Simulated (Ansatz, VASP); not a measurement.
# Sb: VASP beside Ansatz

```
Sb
1.0
     2.14560    1.23876    3.65874
    -2.14560    1.23876    3.65874
     0.00000   -2.47753    3.65874
Sb
2
Direct
  0.23594 0.23594 0.23594
  0.76406 0.76406 0.76406
```

Alike in both runs: task single point; functional LDA; k mesh 3 × 3 × 3; occupations fermi-dirac, width 0.1 eV; no spin polarisation.

|  | VASP | Ansatz |
| --- | --- | --- |
| version | VASP 6.6.1 | Ansatz 0.2.0 |
| potentials or method | VASP PAW LDA potentials, release 64 (Sb), cutoff 520 eV | plane waves (420 eV) with PAW, scalar-relativistic |
| valence electrons in the cell | 10 | 30 |

|  | VASP | Ansatz | Ansatz less VASP |
| --- | --- | --- | --- |
| pressure (GPa) | 1.4 | 1.0 | -0.33 |
| traceless stress, the component that is largest in VASP (GPa) | -0.90 | -0.86 | +0.040 |

Ansatz warns that its potentials were made for another functional, while VASP's fit it. LDA's correlation is that of Perdew and Zunger in VASP and of Perdew and Wang (1992) in Ansatz. VASP's potentials hold 10 valence electrons a cell and Ansatz's 30, so a difference there can come from the potentials and not from the codes.

The k mesh is coarse, so the values compare programs but aren't converged. Spin-orbit coupling is off throughout.
